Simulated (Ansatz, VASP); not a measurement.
## Pt: VASP beside Ansatz

```
Pt
1.0
     2.80800    0.00000    0.00000
    -1.40400    2.43180    0.00000
     0.00000    0.00000   22.87820
Pt
4
Cartesian
  0.0000 0.0000 7.9979
  0.0000 1.6212 10.3033
  1.4040 0.8106 12.5749
  0.0000 0.0000 14.8803
```

Alike in both runs: functional PBE; k mesh 13 × 13 × 1; occupations fermi-dirac, width 0.08 eV; no spin polarisation.

Ansatz relaxed the structure, and its values are those at the end. VASP's run is a single point on that final structure, the one shown.

```csv
,VASP,Ansatz
version,VASP 6.6.1,Ansatz 0.2.0
potentials or method,"VASP PAW PBE potentials, release 64 (Pt), cutoff 520 eV","all-electron LAPW, scalar-relativistic"
```

```tsv
	VASP	Ansatz	Ansatz less VASP
rms of the force components (eV/Å)	0.008	0.002	-0.0065
```

Ansatz ran all-electron here, and VASP with PAW potentials.

Neither program's run includes spin-orbit coupling.
